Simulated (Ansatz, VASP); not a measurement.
## CoO in VASP and in Ansatz

File INCAR:

```
SYSTEM = CoO
ALGO = Normal
EDIFF = 1E-6
ENCUT = 700
GGA = PE
GGA_COMPAT = .False.
ISIF = 2
ISMEAR = -1
ISPIN = 2
LASPH = .True.
LCHARG = .True.
LDAU = .True.
LDAUJ = 0 0
LDAUL = -1 2
LDAUPRINT = 1
LDAUTYPE = 2
LDAUU = 0 3.32
LELF = .True.
LMAXMIX = 4
LORBIT = 11
LREAL = .False.
LVHAR = .True.
LWAVE = .False.
MAGMOM = 0 3
NBANDS = 22
NELM = 200
PREC = Accurate
SIGMA = 0.003
```

Contents of KPOINTS:

```
k-points
0
Gamma
  8 8 8
  0 0 0
```

File POSCAR:

```
CoO
1.0
    0.0000000000      2.1290000000      2.1290000000
    2.1290000000      0.0000000000      2.1290000000
    2.1290000000      2.1290000000      0.0000000000
O Co
1 1
Direct
    0.5000000000      0.5000000000      0.5000000000
    0.0000000000      0.0000000000      0.0000000000
```

Input for Ansatz:

```yaml
crystal:
  lattice:
    - [0.0, 2.129, 2.129]
    - [2.129, 0.0, 2.129]
    - [2.129, 2.129, 0.0]
  atoms:
    - { symbol: O, position: [0.5, 0.5, 0.5] }
    - { symbol: Co, position: [0.0, 0.0, 0.0], spin: 3.0 }
magnetization:
  spin_polarized: true
hamiltonian:
  xc: pbe
  pseudopotentials: { kind: paw }
  hubbard: { sites: [{ species: Co, l: d, u_eff: 3.32 }] }
basis:
  ecutwfc: 420
kpoints:
  mp_grid: { grid: [8, 8, 8] }
scf:
  occupations: { method: fermi_dirac, width: 0.003 }
  lower_state_search: "off"
  algorithm: density_mixing
  max_iter: 60
  mixing: {}
output:
  forces: true
  stress: true
```

Alike in both runs: task single point; functional PBE; k mesh 8 × 8 × 8; occupations fermi-dirac, width 0.003 eV; collinear spin; Hubbard terms Co d U = 3.32 eV.

```csv
,VASP,Ansatz
version,VASP 6.6.1,Ansatz 0.2.0
potentials or method,"VASP PAW PBE potentials, release 64 (O, Co_sv), cutoff 700 eV","PAW, plane waves, scalar-relativistic"
valence electrons in the cell,23,23
```

Ansatz gave:

| Quantity | Value |
| --- | --- |
| pressure (GPa) | 1.0 |
| net moment per atom (μB) | 1.41 |
| size of the moment on the site where the two differ most (μB) | 2.49 |

**Question.** Estimate VASP's values.

**Answer.** Pressure (GPa): -0.4; net moment per atom (μB): 1.50; size of the moment on the site where the two differ most (μB): 2.69.

Site moments also hang on the region over which each program counts them. The programs project onto different local orbitals, so the same U acts differently, and such runs can settle in different states. Ansatz's warnings: filled band counts differ across k points.
